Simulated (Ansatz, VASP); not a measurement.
Given: the input of a run of VASP 6.6.1 on C.

Contents of POSCAR:

```
C
1.0
    0.0000000000      1.8068380860      1.8068380860
    1.8068380860      0.0000000000      1.8068380860
    1.8068380860      1.8068380860      0.0000000000
C
2
Direct
    0.7500000000      0.7500000000      0.7500000000
    0.5000000000      0.5000000000      0.5000000000
```

INCAR.step1

```
SYSTEM = C
PREC = Accurate
ENCUT = 520
EDIFF = 1E-5
ISMEAR = -1
SIGMA = 0.05
LREAL = .False.
LASPH = .True.
NELM = 100
ALGO = Normal
ISIF = 2
LWAVE = .True.
LCHARG = .False.
NBANDS = 11
GGA = PE
```

File INCAR.step2:

```
SYSTEM = C
PREC = Accurate
ENCUT = 520
EDIFF = 1E-7
ISMEAR = -1
SIGMA = 0.05
LREAL = .False.
LASPH = .True.
NELM = 100
ALGO = Normal
ISIF = 2
LWAVE = .False.
LCHARG = .False.
GGA = PE
LHFCALC = .True.
AEXX = 0.25
HFSCREEN = 0.3
PRECFOCK = Normal
NBANDS = 11
ISTART = 1
```

File KPOINTS:

```
regular mesh
0
Gamma
  7 7 7
  0 0 0
```

Potentials or basis: VASP PAW PBE potentials, release 64 (C).

Run with:

```sh
$ cat potpaw_PBE.64/C/POTCAR > POTCAR
$ cp INCAR.step1 INCAR
$ mpirun -np 1 vasp_std > vasp.out
$ cp INCAR.step2 INCAR
$ mpirun -np 1 vasp_std > vasp.out
```

Q: Translate it to Ansatz 0.2.0. Potentials there: Ansatz PAW.

A: As run (the cutoff follows the program's own potentials):

input.yaml

```yaml
crystal:
  lattice:
    - [0.0, 1.806838086, 1.806838086]
    - [1.806838086, 0.0, 1.806838086]
    - [1.806838086, 1.806838086, 0.0]
  atoms:
    - { symbol: C, position: [0.75, 0.75, 0.75] }
    - { symbol: C, position: [0.5, 0.5, 0.5] }
hamiltonian:
  xc: { exchange: pbe, correlation: pbe, exx: { coeff: 0.25, omega: 0.3 } }
  pseudopotentials: { kind: paw }
kpoints:
  mp_grid: { grid: [7, 7, 7] }
scf:
  occupations: { method: fermi_dirac, width: 0.05 }
output:
  forces: true
  stress: true
  eigenvalues: true
```

Potentials or basis: Ansatz PAW.

Run with:

```sh
$ ansatz run input.yaml --threads 2 --pin off --max-ram 5632MiB --backend cpu --events-out ev --progress --plain --runs-dir out
```

Both were run:

|  | VASP | Ansatz | Ansatz less VASP |
| --- | --- | --- | --- |
| gap on the k mesh at the Fermi level (eV) | 5.08 | 5.09 | +0.012 |
| least direct gap on the mesh (eV) | 6.63 | 6.64 | +0.009 |
| pressure (GPa) | -23.1 | -23.8 | -0.69 |

VASP's potentials were made for PBE, not for PBE-based screened hybrid. With one functional, cell and mesh, what is left measures potentials, basis and numerics.

The k mesh is coarse, so the values compare programs but aren't converged. Noted on Ansatz's run: odd divisions of the mesh miss points on the zone boundary, where band edges often lie, so the gap on the mesh can be too wide.
